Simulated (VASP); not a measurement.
Wanted: the native input for a VASP 6.6.1 run.

```
Task                   : single point
Functional             : PBE
Potentials or basis    : VASP PAW PBE potentials, release 64 (Br, K_sv)
Cutoff                 : 520 eV
k mesh                 : 4 × 4 × 4
Occupations            : fermi-dirac, width 0.06 eV
Spin                   : no spin polarisation
Dipole correction      : no
Further INCAR settings : ALGO = Normal; EDIFF = 1e-07; NBANDS = 15
```

The structure of KBr lies in POSCAR:

```
KBr
1.0
    0.0000000000      3.3000000000      3.3000000000
    3.3000000000      0.0000000000      3.3000000000
    3.3000000000      3.3000000000      0.0000000000
Br K
1 1
Direct
    0.5000000000      0.5000000000      0.5000000000
    0.0000000000      0.0000000000      0.0000000000
```

The input as run:

INCAR

```
SYSTEM = KBr
PREC = Accurate
ENCUT = 520
EDIFF = 1E-7
ISMEAR = -1
SIGMA = 0.06
LREAL = .False.
LASPH = .True.
NELM = 100
ALGO = Normal
ISIF = 2
LWAVE = .False.
LCHARG = .False.
GGA = PE
NBANDS = 15
```

KPOINTS

```
Automatic mesh
0
Gamma
  4 4 4
  0 0 0
```

Potentials or basis: VASP PAW PBE potentials, release 64 (Br, K_sv).

Run with:

```sh
$ cat potpaw_PBE.64/Br/POTCAR potpaw_PBE.64/K_sv/POTCAR > POTCAR
$ mpirun -np 1 vasp_std > vasp.out
```

Results of the run:

```
Pressure               : 0.8 GPa
Band gap on the k mesh : 4.43 eV
```

It took 12 s on 1 thread of Intel(R) Xeon(R) Platinum 8259CL CPU @ 2.50GHz (Skylake/Cascade Lake), with other jobs on the host, peak memory 0.2 GiB.
